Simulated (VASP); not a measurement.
Input of a VASP 6.6.1 run:

The input INCAR:

```
PREC     = Accurate       # precision mode
ENCUT    = 600            # plane-wave cutoff, eV
EDIFF    = 1E-7           # SCF threshold, eV
ISMEAR   = -1             # smearing method
SIGMA    = 0.1            # smearing width, eV
LREAL    = False          # projectors in reciprocal space
LASPH    = True           # aspherical terms in the spheres
NELM     = 100            # most SCF steps
ALGO     = Normal         # electronic algorithm
ISIF     = 3              # what is computed and relaxed
LWAVE    = False          # write WAVECAR
LCHARG   = False          # write CHGCAR
GGA      = PS             # functional
IBRION   = 2              # ionic algorithm
NSW      = 80             # ionic steps
EDIFFG   = -0.01          # ionic threshold
```

KPOINTS

```
regular mesh
0
Gamma
  10 10 10
```

Contents of POSCAR:

```
In
1.0
    3.0450626401      0.0000000000      0.0000000000
    0.0000000000      3.0450626401      0.0000000000
    0.0000000000      0.0000000000      3.0450626401
In
1
Direct
    0.0000000000      0.0000000000      0.0000000000
```

Potentials or basis: VASP PAW PBE potentials, release 64 (In_d).

Command:

```bash
$ cat potpaw_PBE.64/In_d/POTCAR > POTCAR
$ mpirun -np 1 vasp_std > vasp.out
```

(1) Predict the relaxed cell.

(2) Estimate the relaxed volume.

Results:

(1) a = 3.016 Å, b = 3.016 Å, c = 3.016 Å, α = 90.00°, β = 90.00°, γ = 90.00°.

(2) 27.44 Å³/atom.

Caveat: the PAW data sets were made with another functional, which shifts forces and pressure a little.
